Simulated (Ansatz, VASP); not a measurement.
**Two plane-wave programs on CoO**

```
Co O
1.0
     0.00000    2.39412    2.39412
     2.39412    0.00000    2.39412
     2.39412    2.39412    0.00000
Co O
1 1
Direct
  0.00000 0.00000 0.00000
  0.25000 0.25000 0.25000
```

Alike in both runs: task single point; functional PBE; k mesh 14 × 14 × 14; occupations gaussian, width 0.02 eV; collinear spin; Hubbard terms Co d U = 3.32 eV.

```csv
,VASP,Ansatz
version,VASP 6.6.1,Ansatz 0.2.0
potentials or method,"VASP PAW PBE potentials, release 64 (Co, O), cutoff 520 eV","scalar-relativistic, plane waves, PAW"
valence electrons in the cell,15,23
```

|  | VASP | Ansatz | Ansatz less VASP |
| --- | --- | --- | --- |
| gap on the k mesh at the Fermi level (eV) | 0.61 | 0.47 | -0.145 |
| least direct gap on the mesh (eV) | 0.61 | 0.47 | -0.145 |
| pressure (GPa) | -11.2 | -10.1 | +1.11 |
| net moment per atom (μB) | 1.50 | 1.50 | 0.000 |
| size of the moment on the site where the two differ most (μB) | 2.73 | 2.53 | -0.193 |

Site moments also hang on the region over which each program counts them. The programs project onto different local orbitals, so the same U acts differently, and such runs can settle in different states. VASP's potentials hold 15 valence electrons a cell and Ansatz's 23, so a difference there can come from the potentials and not from the codes.
